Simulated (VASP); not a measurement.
# TePb in VASP: notebook, part 2 of 2

VASP 6.6.1. The steps go on from the part before.

## 4. Single point, r2SCAN, non-collinear spin, zero start, spin-orbit coupling

This run uses another cell than the first one, of 34.90 Å³/atom.

Contents of POSCAR:

```
TePb
1.0
    0.0000000000      3.2678368488      3.2678368488
    3.2678368488      0.0000000000      3.2678368488
    3.2678368488      3.2678368488      0.0000000000
Pb Te
1 1
Direct
    0.0000000000      0.0000000000      0.0000000000
    0.5000000000      0.5000000000      0.5000000000
```

Contents of INCAR.step1:

```
SYSTEM = TePb
  PREC = Accurate
  ENCUT = 520
  ISMEAR = -1
  SIGMA = 0.02
  LREAL = .False.
  LASPH = .True.
  NELM = 150
  MAGMOM = 0 0 0 0 0 0
  LSORBIT = .True.
  GGA_COMPAT = .False.
  NBANDS = 32
  GGA = PE
  ALGO = Normal
  EDIFF = 1E-4
  LWAVE = .True.
  LCHARG = .False.
```

Contents of INCAR.step2:

```
SYSTEM = TePb
  PREC = Accurate
  ENCUT = 520
  EDIFF = 1E-6
  ISMEAR = -1
  SIGMA = 0.02
  LREAL = .False.
  LASPH = .True.
  NELM = 150
  ALGO = Normal
  ISIF = 2
  LWAVE = .False.
  LCHARG = .False.
  MAGMOM = 0 0 0 0 0 0
  LORBIT = 11
  LSORBIT = .True.
  GGA_COMPAT = .False.
  LORBMOM = .True.
  METAGGA = R2SCAN
  LMIXTAU = .True.
  NBANDS = 32
  ISTART = 1
```

Contents of KPOINTS:

```
Automatic mesh
0
Gamma
  8 8 8
  0 0 0
```

Potentials or basis: VASP PAW PBE potentials, release 64 (Pb_d, Te).

Run with:

```console
$ cat potpaw_PBE.64/Pb_d/POTCAR potpaw_PBE.64/Te/POTCAR > POTCAR
$ cp INCAR.step1 INCAR
$ mpirun -np 1 vasp_ncl > vasp.out
$ cp INCAR.step2 INCAR
$ mpirun -np 1 vasp_ncl > vasp.out
```

OUTCAR:

```text
SYSTEM = TePb
   PREC = Accurate
   ENCUT = 520
   EDIFF = 1E-6
   ISMEAR = -1
   LREAL = .False.
   LASPH = .True.
   NELM = 150
   ISIF = 2
   LORBIT = 11
   LSORBIT = .True.
   METAGGA = R2SCAN
   ISTART = 1

 ion  position               nearest neighbor table
   1  0.000  0.000  0.000-   2 3.27   2 3.27   2 3.27   2 3.27   2 3.27   2 3.27
   2  0.500  0.500  0.500-   1 3.27   1 3.27   1 3.27   1 3.27   1 3.27   1 3.27

  LATTYP: Found a face centered cubic cell.
 ALAT       =     6.5356736976

  Lattice vectors:

 A1 = (   0.0000000000,   3.2678368488,   3.2678368488)
 A2 = (   3.2678368488,   0.0000000000,   3.2678368488)
 A3 = (   3.2678368488,   3.2678368488,   0.0000000000)

Analysis of symmetry for initial positions (statically):
=====================================================================
 Subroutine PRICEL returns:
 Original cell was already a primitive cell.

 Routine SETGRP: Setting up the symmetry group for a
 face centered cubic supercell.

 Subroutine GETGRP returns: Found 48 space group operations
 (whereof 48 operations were pure point group operations)
 out of a pool of 48 trial point group operations.

The static configuration has the point symmetry O_h .

[... 1100 lines left out ...]
     0.0000000     0.0000000     0.0000000     0.0000000     0.0000000     0.0000000     0.0000000
     0.0000000     0.0000000     0.0000000     0.0000000     0.0000000     0.0000000     0.0000000
     0.0000000     0.0000000     0.0000000     0.0000000     0.0000000     0.0000000     0.0000000
     0.0000000     0.0000000     0.0000000     0.0000000     0.0000000     0.0000000     0.0000000

 Ion:    2  E_soc:     -0.2003602
 l=   1
     0.0000000    -0.0334234    -0.0334234
    -0.0334234     0.0000000    -0.0334234
    -0.0334234    -0.0334234     0.0000000
 l=   2
     0.0000000    -0.0000079     0.0000000    -0.0000079     0.0000380
    -0.0000079     0.0000000     0.0000285    -0.0000079     0.0000095
     0.0000000     0.0000285     0.0000000     0.0000285     0.0000000
    -0.0000079    -0.0000079     0.0000285     0.0000000     0.0000095
     0.0000380     0.0000095     0.0000000     0.0000095     0.0000000
 l=   3
     0.0000000     0.0000000     0.0000000     0.0000000     0.0000000     0.0000000     0.0000000
     0.0000000     0.0000000     0.0000000     0.0000000     0.0000000     0.0000000     0.0000000
     0.0000000     0.0000000     0.0000000     0.0000000     0.0000000     0.0000000     0.0000000
     0.0000000     0.0000000     0.0000000     0.0000000     0.0000000     0.0000000     0.0000000
     0.0000000     0.0000000     0.0000000     0.0000000     0.0000000     0.0000000     0.0000000
     0.0000000     0.0000000     0.0000000     0.0000000     0.0000000     0.0000000     0.0000000
     0.0000000     0.0000000     0.0000000     0.0000000     0.0000000     0.0000000     0.0000000

 total charge

# of ion       s       p       d       tot
------------------------------------------
    1        1.451   0.568   9.825  11.844
    2        1.376   2.031   0.017   3.423
--------------------------------------------------
tot          2.827   2.599   9.841  15.267

 magnetization (x)

# of ion       s       p       d       tot
------------------------------------------
    1       -0.000   0.000   0.000  -0.000
    2        0.000   0.000  -0.000   0.000
--------------------------------------------------
tot          0.000   0.000  -0.000   0.000

 magnetization (y)

# of ion       s       p       d       tot
------------------------------------------
    1       -0.000   0.000   0.000  -0.000
    2        0.000   0.000   0.000   0.000
--------------------------------------------------
tot         -0.000   0.000   0.000  -0.000

 magnetization (z)

# of ion       s       p       d       tot
------------------------------------------
    1        0.000   0.000  -0.000   0.000
    2       -0.000   0.000  -0.000  -0.000
--------------------------------------------------
tot          0.000   0.000  -0.000   0.000
```

OUTCAR.step1:

```text
SYSTEM = TePb
   PREC = Accurate
   ENCUT = 520
   ISMEAR = -1
   LREAL = .False.
   LASPH = .True.
[... 1125 lines left out ...]
     0.0000000     0.0000000     0.0000000     0.0000000     0.0000000     0.0000000     0.0000000
     0.0000000     0.0000000     0.0000000     0.0000000     0.0000000     0.0000000     0.0000000
     0.0000000     0.0000000     0.0000000     0.0000000     0.0000000     0.0000000     0.0000000
     0.0000000     0.0000000     0.0000000     0.0000000     0.0000000     0.0000000     0.0000000
     0.0000000     0.0000000     0.0000000     0.0000000     0.0000000     0.0000000     0.0000000
     0.0000000     0.0000000     0.0000000     0.0000000     0.0000000     0.0000000     0.0000000

=======================================================================

 ========================================================
```

Run time: 13 min. Hardware: 1 thread of AMD EPYC 7R13 (Zen 3), shared host; peak memory 0.49 GiB.

Results:

* Free energy: -83.2048 eV
* Pressure: -0.1 GPa
* Net moment: 0.00 μB per cell
* Valence electrons inside the program's atomic spheres: Pb 11.84; Te 3.42

Moments on the atoms (μB; x, y, z):
```
Pb  0.00 0.00 0.00
Te  0.00 0.00 0.00
```

Caveat: the structure was generated, so it needn't be the stable form of TePb; the PAW data sets were made with another functional, which shifts forces and pressure a little.

## 5. The runs side by side

```csv
spin,cell,smearing,gap on the mesh (eV),pressure (GPa)
off,"a = 4.637 Å, angles 59.1°, 2 atoms",gaussian 0.01 eV,0.93,0.4
off,"a = 4.590 Å, angles 61.8°, 2 atoms",gaussian 0.01 eV,0.86,-0.8
"non-collinear, zero start, SOC","a = 4.621 Å, angles 60.0°, 2 atoms",fermi-dirac 0.02 eV,-,-0.1
```

Alike in all rows: task single point; level r2SCAN; potentials or basis VASP PAW PBE potentials, release 64 (Pb_d, Te); k mesh 8 × 8 × 8; cutoff (eV) 520.

Caveats: the structure was generated, so it needn't be the stable form of TePb; the PAW data sets were made with another functional, which shifts forces and pressure a little; spin-orbit coupling is left out, which moves the levels of the heavy elements (at least some runs).

Absolute energies hang on the potentials; compare differences alone.
